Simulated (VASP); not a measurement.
A run of VASP 6.6.1 is set up as follows.

INCAR

```
SYSTEM = ZnS
PREC = Accurate
ENCUT = 520
EDIFF = 1E-8
ISMEAR = -1
SIGMA = 0.01
LREAL = .False.
LASPH = .True.
NELM = 100
ALGO = Normal
ISIF = 2
LWAVE = .False.
LCHARG = .False.
GGA = PS
LEFG = .True.
NBANDS = 16
```

File KPOINTS:

```
regular mesh
0
Gamma
  9 9 9
  0 0 0
```

POSCAR

```
ZnS
1.0
    0.0000000000      2.7316965000      2.7046500000
    2.7316965000      0.0000000000      2.7046500000
    2.7316965000      2.7316965000      0.0000000000
Zn S
1 1
Direct
    0.0000000000      0.0000000000      0.0000000000
    0.7500000000      0.7500000000      0.7500000000
```

Potentials or basis: VASP PAW PBE potentials, release 64 (Zn, S).

Launch:

```console
$ cat potpaw_PBE.64/Zn/POTCAR potpaw_PBE.64/S/POTCAR > POTCAR
$ mpirun -np 1 vasp_std > vasp.out
```

Problem. Estimate the pressure.

Solution. -3.3 GPa.

Problem. Estimate the band gap on the k mesh.

Solution. 1.86 eV.

Stress tensor (GPa, compression positive):
```
-3.47  0.00  0.00
 0.00 -3.47  0.00
 0.00  0.00 -3.05
```

Caveat: the cell differs from its parent crystal (equal xx and yy strain of +1 %); the cell stands under tension; without QUAD_EFG the Cq values of the log hold for a quadrupole moment of 1 mb, not for the nuclei; the PAW data sets were made with another functional, which shifts forces and pressure a little.
